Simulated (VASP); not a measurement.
# Ga15As16C (a cell with a defect) in VASP: single point with LDA

Aim: the single point of Ga15As16C (a cell with a defect) with LDA.

All numbers are computed with VASP 6.6.1; they aren't measurements. Logs are shortened: lines on timing, memory, paths and dates and some standing lists are left out, and cuts for length are marked.

**1. The cell of the first run**

The cell holds a defect, 32 atoms: a = 9.705 Å, b = 9.705 Å, c = 9.705 Å, α = 109.47°, β = 109.47°, γ = 109.47°.

**2. Single point, LDA**

The input, INCAR:

```
PREC = Accurate ; ENCUT = 520
EDIFF = 1E-7 ; ISMEAR = 0
SIGMA = 0.02 ; LREAL = Auto
LASPH = True ; NELM = 60
ALGO = Normal ; ISIF = 2
LWAVE = False ; LCHARG = False
NBANDS = 162 ; NELECT = 278.0
KPAR = 4
```

The input, KPOINTS:

```
regular mesh
0
Gamma
  3 3 3
```

The input, POSCAR:

```
Ga15As16C
1.0
   -5.6033815718     -5.6033815718      5.6033815718
    5.6033815718     -5.6033815718     -5.6033815718
    5.6033815718      5.6033815718      5.6033815718
C Ga As
1 15 16
Direct
    0.2495876228      0.7496671689     -0.0008918760
    0.0098226029      0.7497174037      0.2485147041
    0.4990674804      0.5098954273     -0.0008454749
    0.2496548161      0.5100645983      0.2484311541
    0.0002442248      0.5002007256      0.5100066936
    0.7494148874      0.7495189554      0.4991083736
    0.4989234877      0.7494668945      0.7593717856
    0.0098706254     -0.0008463780     -0.0007648063
    0.7496757039      0.2497591918     -0.0008279375
    0.4892185428      0.2387575896      0.2389518851
    0.2495570201      0.2495889619      0.4990255483
    0.0001998594      0.2604739729      0.7497641797
    0.7606722152      0.5004742906      0.7498235709
    0.7386377321     -0.0105820053      0.2387984586
    0.4893317344     -0.0104571989      0.4882859013
    0.2495949409     -0.0009339695      0.7594782053
    0.2496052417      0.7496321164      0.7840696877
    0.0346557392      0.7498135775     -0.0007715359
    0.5069568391      0.5009036409      0.7504638365
    0.2496486989      0.5346121286     -0.0009343438
    0.0010448037      0.5011075808      0.2564728621
    0.7555294059      0.7497351182      0.2477888560
    0.4981850221      0.7497725023      0.5051255468
    0.0009061288      0.0068724137      0.7504878432
    0.7436880320      0.2438239362      0.7417979383
    0.4982647541      0.2555941270     -0.0007554357
    0.2495807438      0.2557561131      0.2477602632
   -0.0077537948      0.2436396491      0.4931698491
    0.7436517813      0.4922380332      0.4930974331
    0.7554718649     -0.0017616045     -0.0009660378
    0.4645592614     -0.0352957501      0.2141472116
    0.2495832671     -0.0017357197      0.5051086725
```

Potentials or basis: VASP PAW LDA potentials, release 64 (C, Ga_d, As).

Run with:

```sh
$ cat potpaw_LDA.64/C/POTCAR potpaw_LDA.64/Ga_d/POTCAR potpaw_LDA.64/As/POTCAR > POTCAR
$ mpirun -np 4 vasp_std > vasp.out
```

OUTCAR:

```text
PREC = Accurate
   ENCUT = 520
   EDIFF = 1E-7
   ISMEAR = 0
   LREAL = Auto
   LASPH = True
   NELM = 60
   ISIF = 2
   NELECT = 278.0

 ion  position               nearest neighbor table
   1  0.250  0.750  0.999-  31 2.09  18 2.09  17 2.09  20 2.09
   2  0.010  0.750  0.249-  32 2.41  21 2.41  22 2.47  18 2.51
   3  0.499  0.510  0.999-  22 2.41  19 2.41  26 2.47  20 2.51
   4  0.250  0.510  0.248-  21 2.41  23 2.41  27 2.47  20 2.51
   5  0.000  0.500  0.510-  28 2.41  29 2.41  21 2.47  17 2.51
   6  0.749  0.750  0.499-  23 2.46  29 2.46  24 2.46  22 2.46
[... 24 lines left out ...]
  31  0.465  0.965  0.214-   1 2.09  10 2.51  15 2.51  14 2.51
  32  0.250  0.998  0.505-  15 2.41   2 2.41  11 2.46  16 2.47

  LATTYP: Found a body centered cubic cell.
 ALAT       =    11.2067631436

  Lattice vectors:

 A1 = (  -5.6033815718,  -5.6033815718,   5.6033815718)
 A2 = (   5.6033815718,  -5.6033815718,  -5.6033815718)
 A3 = (   5.6033815718,   5.6033815718,   5.6033815718)

Analysis of symmetry for initial positions (statically):
=====================================================================
 Subroutine PRICEL returns:
 Original cell was already a primitive cell.

 Routine SETGRP: Setting up the symmetry group for a
 body centered cubic supercell.

 Subroutine GETGRP returns: Found  1 space group operations
 (whereof  1 operations were pure point group operations)
 out of a pool of 48 trial point group operations.

The static configuration has the point symmetry C_1 .

Analysis of symmetry for dynamics (positions and initial velocities):
=====================================================================
 Subroutine PRICEL returns:
 Original cell was already a primitive cell.

 Routine SETGRP: Setting up the symmetry group for a
 body centered cubic supercell.

 Subroutine GETGRP returns: Found  1 space group operations
 (whereof  1 operations were pure point group operations)
 out of a pool of 48 trial point group operations.

The dynamic configuration has the point symmetry C_1 .

 Subroutine INISYM returns: Found  1 space group operations
 (whereof  1 operations are pure point group operations),
 and found     1 'primitive' translations

----------------------------------------------------------------------------------------

                                     Primitive cell

  volume of cell :     703.7373

  direct lattice vectors                    reciprocal lattice vectors
    -5.603381572 -5.603381572  5.603381572     0.000000000 -0.089231831  0.089231831
     5.603381572 -5.603381572 -5.603381572     0.089231831 -0.089231831  0.000000000
     5.603381572  5.603381572  5.603381572     0.089231831  0.000000000  0.089231831

  length of vectors
     9.705341577  9.705341577  9.705341577     0.126192866  0.126192866  0.126192866

  position of ions in fractional coordinates (direct lattice)
     0.249587623  0.749667169  0.999108124
     0.009822603  0.749717404  0.248514704
     0.499067480  0.509895427  0.999154525
     0.249654816  0.510064598  0.248431154
     0.000244225  0.500200726  0.510006694
     0.749414887  0.749518955  0.499108374
[... 24 lines left out ...]
     0.464559261  0.964704250  0.214147212
     0.249583267  0.998264280  0.505108673

  ion indices of the primitive-cell ions
   primitive index   ion index
                 1           1
                 2           2
                 3           3
                 4           4
                 5           5
                 6           6
[... 24 lines left out ...]
                31          31
                32          32

----------------------------------------------------------------------------------------

 KPOINTS: regular mesh

Automatic generation of k-mesh.
 Grid dimensions read from file:
 generate k-points for:    3    3    3

 Generating k-lattice:

  Cartesian coordinates                     Fractional coordinates (reciprocal lattice)
     0.000000000 -0.029743944  0.029743944     0.333333333  0.000000000  0.000000000
     0.029743944 -0.029743944  0.000000000     0.000000000  0.333333333  0.000000000
     0.029743944  0.000000000  0.029743944     0.000000000  0.000000000  0.333333333

  Length of vectors
     0.042064289  0.042064289  0.042064289

  Shift w.r.t. Gamma in fractional coordinates (k-lattice)
     0.000000000  0.000000000  0.000000000

 Subroutine IBZKPT returns following result:
 ===========================================

 Found     14 irreducible k-points:

 Following reciprocal coordinates:
            Coordinates               Weight
  0.000000  0.000000  0.000000      1.000000
  0.333333  0.000000  0.000000      2.000000
  0.000000  0.333333  0.000000      2.000000
  0.000000  0.000000  0.333333      2.000000
  0.333333  0.000000 -0.333333      2.000000
  0.333333 -0.333333  0.000000      2.000000
  0.000000  0.333333 -0.333333      2.000000
  0.333333  0.333333 -0.000000      2.000000
 -0.000000  0.333333  0.333333      2.000000
  0.333333  0.000000  0.333333      2.000000
 -0.333333 -0.333333 -0.333333      2.000000
 -0.333333  0.333333  0.333333      2.000000
  0.333333 -0.333333  0.333333      2.000000
  0.333333  0.333333 -0.333333      2.000000
   k-points           NKPTS =     14   k-points in BZ     NKDIM =     14   number of bands    NBANDS=    162
   number of dos      NEDOS =    301   number of ions     NIONS =     32
   total plane-waves  NPLWV = 373248
   dimension x,y,z NGX =    72 NGY =   72 NGZ =   72
   dimension x,y,z NGXF=   144 NGYF=  144 NGZF=  144
   ions per type =               1  15  16
   NGX,Y,Z   is equivalent  to a cutoff of  12.33, 12.33, 12.33 a.u.
   NGXF,Y,Z  is equivalent  to a cutoff of  24.67, 24.67, 24.67 a.u.
 SYSTEM =  unknown system
   PREC   = accura    normal or accurate (medium, high low for compatibility)
   ISTART =      0    job   : 0-new  1-cont  2-samecut
   ICHARG =      2    charge: 1-file 2-atom 10-const
   ISPIN  =      1    spin polarized calculation?
   LNONCOLLINEAR =      F non collinear calculations
   LSORBIT =      F    spin-orbit coupling
   LASPH  =      T    aspherical Exc in radial PAW
   ENCUT  =  520.0 eV  38.22 Ry    6.18 a.u.  18.05 18.05 18.05*2*pi/ulx,y,z
   NELM   =     60;   NELMIN=  2; NELMDL= -5     # of ELM steps
   EDIFF  = 0.1E-06   stopping-criterion for ELM
   LREAL  =      T    real-space projection
   EDIFFG = 0.1E-05   stopping-criterion for IOM
   NSW    =      0    number of steps for IOM
   IBRION =     -1    ionic relax: 0-MD 1-quasi-New 2-CG
   NFREE  =      0    steps in history (QN), initial steepest desc. (CG)
   ISIF   =      2    stress and relaxation
   ISYM   =      2    0-nonsym 1-usesym 2-fastsym
   POTIM  = 0.5000    time-step for ionic-motion
   TEBEG  =    0.0;   TEEND  =   0.0 temperature during run
   PSTRESS=    0.0 pullay stress
   NELECT =     278.0000    total number of electrons
   NUPDOWN=      -1.0000    fix difference up-down
   EMIN   =  10.00;   EMAX   =-10.00  energy-range for DOS
   EFERMI =   0.00;   METHOD = LEGACY
   ISMEAR =     0;   SIGMA  =   0.02  broadening in eV -4-tet -1-fermi 0-gaus
   EFERMI_NEDOS =   21; number of points for ismear=-14 and -15
   IALGO  =     38    algorithm
   IMIX   =      4    mixing-type and parameters
     AMIX     =   0.40;   BMIX     =  1.00
     AMIX_MAG =   1.60;   BMIX_MAG =  1.00
  volume/ion in A,a.u.               =      21.99       148.41
  Fermi-wavevector in a.u.,A,eV,Ry     =   1.201212  2.269961 19.631978  1.442910
  Thomas-Fermi vector in A             =   2.337027
   LORBIT       =      0    0 simple, 1 ext, 2 COOP (PROOUT), +10 PAW based schemes
   GGA     = CA    functional components
   LHFCALC =     F    Hartree Fock is set to
   AEXX    =    0.0000 exact exchange contribution
   IVDW    =     0    specifies the selected vdW correction
   LEPSILON=     F    determine dielectric tensor
   LRPA    =     F    only Hartree local field effects (RPA)
 non-spin polarized calculation
 Gauss-broadening in eV      SIGMA  =   0.02
  energy-cutoff  :      520.00
  volume of cell :      703.74
 maximum number of plane-waves:     19069
   NGX = 37   NGY = 37   NGZ = 37

 number of electron     277.9999952 magnetization

 Free energy of the ion-electron system (eV)
  ---------------------------------------------------
  ext. energy  EPLUGINS =         0.00000000
  ---------------------------------------------------
  free energy    TOTEN  =      -160.82680590 eV

  energy without entropy =     -160.82565670  energy(sigma->0) =     -160.82623130

 E-fermi :   3.9007     XC(G=0):  -9.9449

 val. band max:        3.8950184760   @ k =   0.0000   0.0000   0.0000
 cond. band min:       4.6347023214   @ k =   0.3333   0.3333  -0.0000
 fundamental gap:      0.7396838453
 Fermi energy:         3.9007206056

 k-point     1 :       0.0000    0.0000    0.0000
  band No.  band energies     occupation
      1     -11.1030      2.00000
      2     -11.1029      2.00000
      3     -11.1028      2.00000
      4     -11.0941      2.00000
      5     -11.0747      2.00000
      6     -11.0745      2.00000
[... 143 lines left out ...]
    150       6.0962      0.00000
    151       6.5454      0.00000

 k-point     2 :       0.3333    0.0000    0.0000
  band No.  band energies     occupation
      1     -11.1010      2.00000
      2     -11.0987      2.00000
      3     -11.0961      2.00000
      4     -11.0929      2.00000
      5     -11.0875      2.00000
      6     -11.0839      2.00000
[... 1991 lines left out ...]
    150       6.3454      0.00000
    151       6.5788      0.00000
 [bands above 151 left out]

------------------------ aborting loop because EDIFF is reached ----------------------------------------

  FORCE on cell =-STRESS in cart. coord.  units (eV):
  Direction    XX          YY          ZZ          XY          YZ          ZX
  --------------------------------------------------------------------------------------
  -------------------------------------------------------------------------------------
  Total      -17.8256011    -17.8121180    -17.8215207     -0.0004554     -0.0168322     -0.0159069
  in kB      -40.5830033    -40.5523066    -40.5737134     -0.0010369     -0.0383214     -0.0362147
  external PRESSURE =     -40.5696744 kB  Pullay stress =       0.0000000 kB

 VOLUME and BASIS-vectors are now :
 -----------------------------------------------------------------------------
  energy-cutoff  :      520.00
  volume of cell :      703.74
      direct lattice vectors                 reciprocal lattice vectors
    -5.603381572 -5.603381572  5.603381572     0.000000000 -0.089231831  0.089231831
     5.603381572 -5.603381572 -5.603381572     0.089231831 -0.089231831  0.000000000
     5.603381572  5.603381572  5.603381572     0.089231831  0.000000000  0.089231831

 POSITION                                       TOTAL-FORCE (eV/Angst)
 -----------------------------------------------------------------------------------
      8.40052     -0.00082      2.79625        -0.004502     -0.001242     -0.005111
      5.53844     -2.86347     -2.75339        -0.004504     -0.002401     -0.009963
      5.65932     -0.05496      5.53797         0.004001      0.012167     -0.004625
      2.85123     -2.86494     -0.06712        -0.008553     -0.003272     -0.002692
      5.65921      0.05358      0.05632         0.005027     -0.015201      0.003229
      2.79728     -5.60240      2.79611        -0.001979     -0.004724     -0.000506
[... 24 lines left out ...]
      4.00245     -6.80876     -1.60255         0.013475     -0.014172      0.017810
      7.02546     -4.16185     -1.36483         0.009711      0.001699      0.003016
 -----------------------------------------------------------------------------------
    total drift:                               -0.025947      0.008061     -0.023173

  FREE ENERGIE OF THE ION-ELECTRON SYSTEM (eV)
  ---------------------------------------------------
  free  energy   TOTEN  =      -160.8268059006 eV

  energy  without entropy=     -160.8256567012  energy(sigma->0) =     -160.82623130
```

Wall time 12 min (4 MPI ranks of Intel Xeon Platinum 8488C (Sapphire Rapids), shared host); peak memory 1.2 GiB.

Results:

| Item | Value |
| --- | --- |
| Free energy | -160.8268 eV |
| Largest force | 0.030 eV/Å |

Forces in eV/Å, atoms in the order of the input:
```
C   -0.005 -0.001 -0.005
Ga  -0.005 -0.002 -0.010
Ga   0.004  0.012 -0.005
Ga  -0.009 -0.003 -0.003
Ga   0.005 -0.015  0.003
Ga  -0.002 -0.005 -0.001
Ga   0.007  0.000 -0.014
Ga  -0.008  0.011  0.002
Ga  -0.002  0.003 -0.002
Ga  -0.009 -0.001  0.013
Ga   0.003  0.003  0.001
Ga   0.003 -0.005  0.013
Ga   0.012 -0.002  0.003
Ga   0.014  0.003 -0.004
Ga  -0.007 -0.013 -0.001
Ga  -0.013  0.003  0.006
As  -0.015 -0.019 -0.018
As   0.016  0.019 -0.013
As  -0.003 -0.002  0.002
As  -0.013  0.016  0.014
As   0.003  0.008  0.001
As  -0.004 -0.003  0.007
As   0.001  0.006  0.007
As   0.004 -0.002 -0.005
As  -0.003  0.005  0.000
As   0.002 -0.004 -0.004
As   0.005 -0.003 -0.001
As  -0.007  0.003 -0.003
As   0.003  0.004 -0.005
As   0.001 -0.004  0.000
As   0.013 -0.014  0.018
As   0.010  0.002  0.003
```

Caveat: the cell carries a net charge on a neutralising background, which shifts energy and pressure; the cell is charged against a uniform background, so pressure and absolute levels hang on convention.
